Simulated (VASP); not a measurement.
Runs of VASP 6.6.1 on AlNi. The structure is that of space group Pm-3m (No. 221), or close to it. The cells are those of the table. 

| task | level | potentials or basis | cell | cutoff (eV) | smearing | gap on the mesh (eV) | pressure (GPa) |
| --- | --- | --- | --- | --- | --- | --- | --- |
| single point | PBE | VASP PAW PBE potentials, release 64 (Al, Ni) | a = 2.874, b = 2.874, c = 2.876 Å, 2 atoms | 520 | fermi-dirac 0.15 eV | none | 3.2 |
| relaxation of cell and atoms | PBE | VASP PAW PBE potentials, release 64 (Al, Ni) | relaxed to 3 GPa from a = 2.894, b = 2.894, c = 2.895 Å, 2 atoms | 600 | fermi-dirac 0.15 eV | none | 3.0 |
| single point | LDA | VASP PAW LDA potentials, release 64 (Al, Ni) | a = 2.889, b = 2.889, c = 2.901 Å, 2 atoms | 520 | gaussian 0.1 eV | none | (a) |
| relaxation of cell and atoms | PBE | VASP PAW PBE potentials, release 64 (Al, Ni) | relaxed from a = 2.889, b = 2.889, c = 2.901 Å, 2 atoms | 600 | fermi-dirac 0.15 eV | none | 0.0 |
| relaxation of shape and atoms at fixed volume | PBE | VASP PAW PBE potentials, release 64 (Al, Ni) | relaxed from a = 2.874, b = 2.874, c = 2.876 Å, 2 atoms | 600 | fermi-dirac 0.15 eV | none | 3.2 |
| single point | PBE | VASP PAW PBE potentials, release 64 (Al, Ni) | a = 2.894, b = 2.894, c = 2.895 Å, 2 atoms | 520 | fermi-dirac 0.15 eV | none | -0.1 |
| single point | PBE | VASP PAW PBE potentials, release 64 (Al, Ni) | a = 2.913, b = 2.913, c = 2.915 Å, 2 atoms | 520 | fermi-dirac 0.15 eV | none | -3.2 |
| single point | PBE | VASP PAW PBE potentials, release 64 (Al, Ni) | a = 2.876, b = 2.876, c = 2.878 Å, 2 atoms | 520 | fermi-dirac 0.15 eV | none | 2.9 |
| relaxation of shape and atoms at fixed volume | PBE | VASP PAW PBE potentials, release 64 (Al, Ni) | relaxed from a = 2.913, b = 2.913, c = 2.915 Å, 2 atoms | 600 | fermi-dirac 0.15 eV | none | -3.2 |

Alike in all rows: no spin polarisation.

Estimate the missing entries.

(a) -10.2.

Caveats: the cell stands under tension (at least some runs); the relaxation stopped at its first step, so nothing moved (at least some runs); the cell stands under pressure (at least some runs); the cell is relaxed towards a set pressure, so the run minimises the enthalpy, not the energy (at least some runs).

A gap of «none» marks levels without a gap at the run's occupations.
